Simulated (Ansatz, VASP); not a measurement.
**Two plane-wave programs on Ca**

File POSCAR:

```
Ca
1.0
   -2.1776406900      2.1776406900      2.1776406900
    2.1776406900     -2.1776406900      2.1776406900
    2.1776406900      2.1776406900     -2.1776406900
Ca
1
Direct
    0.0000000000      0.0000000000      0.0000000000
```

File INCAR.step1:

```
SYSTEM = Ca
  PREC = Accurate
  ENCUT = 600
  ISMEAR = -1
  SIGMA = 0.1
  LREAL = .FALSE.
  LASPH = .TRUE.
  NELM = 100
  GGA = PE
  ALGO = Normal
  EDIFF = 1E-4
  LWAVE = .TRUE.
  LCHARG = .FALSE.
```

Contents of INCAR.step2:

```
SYSTEM = Ca
  PREC = Accurate
  ENCUT = 600
  EDIFF = 1E-6
  ISMEAR = -1
  SIGMA = 0.1
  LREAL = .FALSE.
  LASPH = .TRUE.
  NELM = 100
  ALGO = Normal
  ISIF = 3
  LWAVE = .FALSE.
  LCHARG = .FALSE.
  METAGGA = R2SCAN
  LMIXTAU = .TRUE.
  IBRION = 2
  NSW = 60
  EDIFFG = -0.01
  ISTART = 1
```

Contents of KPOINTS:

```
Automatic mesh
0
G
  6 6 6
  0 0 0
```

Input for Ansatz:

```yaml
crystal:
  lattice:
    - [-2.17764069, 2.17764069, 2.17764069]
    - [2.17764069, -2.17764069, 2.17764069]
    - [2.17764069, 2.17764069, -2.17764069]
  atoms:
    - { symbol: Ca, position: [0.0, 0.0, 0.0] }
  symmetry: { tolerance: 0.0003 }
kpoints:
  mp_grid: { grid: [6, 6, 6], shift: [0, 0, 0] }
magnetization:
  spin_polarized: false
scf:
  occupations: { method: fermi_dirac }
hamiltonian:
  pseudopotentials: { kind: paw }
  xc: r2scan
basis:
  ecutwfc: 500
output:
  forces: true
  stress: true
  eigenvalues: true
  write_density: true
  write_potential: true
  elf: true
  volumetric_format: npy
relax:
  max_steps: 40
  cell: {}
```

Alike in both runs: task relaxation of cell and atoms; functional r2SCAN; k mesh 6 × 6 × 6; no spin polarisation.

|  | VASP | Ansatz |
| --- | --- | --- |
| version | VASP 6.6.1 | Ansatz 0.2.0 |
| potentials or method | VASP PAW PBE potentials, release 64 (Ca_sv), cutoff 600 eV | PAW plane waves |
| occupations | fermi-dirac, width 0.1 eV | fermi-dirac |
| valence electrons in the cell | 10 | 10 |

|  | VASP | Ansatz | Ansatz less VASP |
| --- | --- | --- | --- |
| gap on the k mesh at the Fermi level, each at its own relaxed structure (eV) | none | none | - |
| relaxed volume (Å³/atom) | 43.47 | 43.24 | -0.226 |
| relaxed cell length with the largest relative difference (Å) | 3.836 | 3.830 | -0.0067 |

VASP's potentials were made for PBE, not for r2SCAN. A gap of «none» marks a metal or a gap that the smearing closes.
